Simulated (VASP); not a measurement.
YZn, 2 atoms in the cell. Symmetry: Fm-3m, No. 225, cubic system. The conventional cell has a = 5.926 Å, b = 5.926 Å, c = 5.926 Å, α = 90.00°, β = 90.00°, γ = 90.00°. Y (site symmetry m-3m) has 6 Zn at 2.96 Å within 3.9 Å. Within 3.9 Å of Zn (site symmetry m-3m) lie 6 Y at 2.96 Å. 

- Program: VASP 6.6.1
- Task: relaxation of cell and atoms
- Functional: r2SCAN
- Potentials or basis: VASP PAW PBE potentials, release 64 (Y_sv, Zn)
- Cutoff: 600 eV
- k mesh: 7 × 7 × 7
- Occupations: fermi-dirac, width 0.1 eV
- Spin: no spin polarisation
- Target pressure: 20 GPa
- Dipole correction: no
- Further INCAR settings: ALGO = Normal; EDIFF = 1e-07; IBRION = 2; EDIFFG = -0.01; NSW = 80; ISIF = 3

Potentials or basis: VASP PAW PBE potentials, release 64 (Y_sv, Zn).

Run with:

```sh
$ cat potpaw_PBE.64/Y_sv/POTCAR potpaw_PBE.64/Zn/POTCAR > POTCAR
$ cp INCAR.step1 INCAR
$ mpirun -np 1 vasp_std > vasp.out
$ cp INCAR.step2 INCAR
$ mpirun -np 1 vasp_std > vasp.out
```

Hardware: 1 thread of Intel(R) Xeon(R) 6975P-C (Granite Rapids), with other jobs on the host.

Question: Estimate the wall time of this run.

Answer: It took 5.5 min on 1 thread of Intel(R) Xeon(R) 6975P-C (Granite Rapids), with other jobs on the host, peak memory 0.27 GiB. Counts: k points 20, ion steps 7.
